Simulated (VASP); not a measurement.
The system is SnSe2.

```
Sn Se
1.0
     1.89501    1.09409    6.02691
    -1.89501    1.09409    6.02691
     0.00000   -2.18817    6.02691
Sn Se
1 2
Cartesian
  0.0000 0.0000 -0.0041
  0.0000 0.0000 7.7363
  0.0000 0.0000 4.3217
```

Base run:

| Property | Result |
| --- | --- |
| Program | VASP 6.6.1 |
| Functional | r2SCAN |
| Potentials or basis | VASP PAW PBE potentials, release 64 (Sn_d, Se) |
| Cutoff | 520 eV |
| k mesh | 6 × 6 × 6 |
| Occupations | fermi-dirac, width 0.02 eV |
| Spin | no spin polarisation |

Its results: band gap on the k mesh zero (band 13 reaches 5.18 eV, above the bottom of band 14 at 4.81 eV); pressure 1.1 GPa; largest force 0.051 eV/Å.

Problem. The run is repeated on the same cell with these changes: functional from r2SCAN to PBE. What comes out?

Solution. Band gap on the k mesh zero (band 13 reaches 5.40 eV, above the bottom of band 14 at 4.72 eV); pressure 2.8 GPa; largest force 0.325 eV/Å.

Caveats: spin-orbit coupling is left out, which moves the levels of the heavy elements; the PAW data sets were made with another functional, which shifts forces and pressure a little (some runs).
